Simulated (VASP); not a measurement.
Here is a VASP 6.6.1 calculation.

File INCAR:

```
SYSTEM = C
PREC = Accurate
ENCUT = 520
EDIFF = 1E-7
ISMEAR = 0
SIGMA = 0.15
LREAL = .False.
LASPH = .True.
NELM = 60
ALGO = Fast
ISIF = 2
LWAVE = .False.
LCHARG = .False.
GGA = PE
IVDW = 12
NBANDS = 11
```

The input KPOINTS:

```
Automatic mesh
0
Gamma
  30 30 18
  0 0 0
```

POSCAR

```
C
1.0
    2.4647381352      0.0000000000      0.0000000000
   -1.2323690676      2.1345258387      0.0373542022
    0.0000000000      0.0624299609      3.5674263381
C
2
Direct
    0.3333333333      0.6666666667      0.0000000000
    0.6666666667      0.3333333333      0.0000000000
```

Potentials or basis: VASP PAW PBE potentials, release 64 (C).

Command:

```console
$ cat potpaw_PBE.64/C/POTCAR > POTCAR
$ mpirun -np 1 vasp_std > vasp.out
```

(1) Estimate the pressure.

(2) Estimate the dispersion energy per atom.

(3) Predict the band gap on the k mesh.

Results:

(1) 0.4 GPa.

(2) -0.145 eV.

(3) zero (bands 4 and 5 overlap by 0.92 eV).

Caveat: the cell differs from its parent crystal (strain +0.0350 x Voigt [0, 0, 0, 1, 0, 0]).
